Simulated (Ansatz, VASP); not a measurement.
## CaB6 in VASP and in Ansatz

```xyz
7
Lattice="4.2083 0.0000 0.0000 0.0000 4.2083 0.0000 0.0000 0.0000 4.2083" Properties=species:S:1:pos:R:3 pbc="T T T"
Ca    2.1041    2.1041    2.1041
B     0.0000    0.0000    1.2507
B     0.0000    0.0000    2.9576
B     1.2507    0.0000    0.0000
B     2.9576    0.0000    0.0000
B     0.0000    1.2507    0.0000
B     0.0000    2.9576    0.0000
```

Alike in both runs: functional PBEsol; k mesh 10 × 10 × 10; occupations gaussian, width 0.1 eV; no spin polarisation.

Ansatz relaxed the structure, and its values are those at the end. VASP's run is a single point on that final structure, the one shown.

```csv
,VASP,Ansatz
version,VASP 6.6.1,Ansatz 0.2.0
potentials or method,"VASP PAW PBE potentials, release 64 (Ca_sv, B), cutoff 520 eV","scalar-relativistic, plane waves, PAW"
valence electrons in the cell,28,28
```

Ansatz gave:

- gap on the k mesh at the Fermi level (eV): 0.04
- least direct gap on the mesh (eV): 0.09
- pressure (GPa): -8.0
- rms of the force components (eV/Å): 0.000

Task: What did VASP give for the same quantities?

Result: gap on the k mesh at the Fermi level (eV): 0.04; least direct gap on the mesh (eV): 0.09; pressure (GPa): -7.8; rms of the force components (eV/Å): 0.015.

VASP's potentials were made for PBE, not for PBEsol. The functional is the same, so the differences come from potentials, cutoffs and numerics. Ansatz's warnings: stress scf threshold loose.
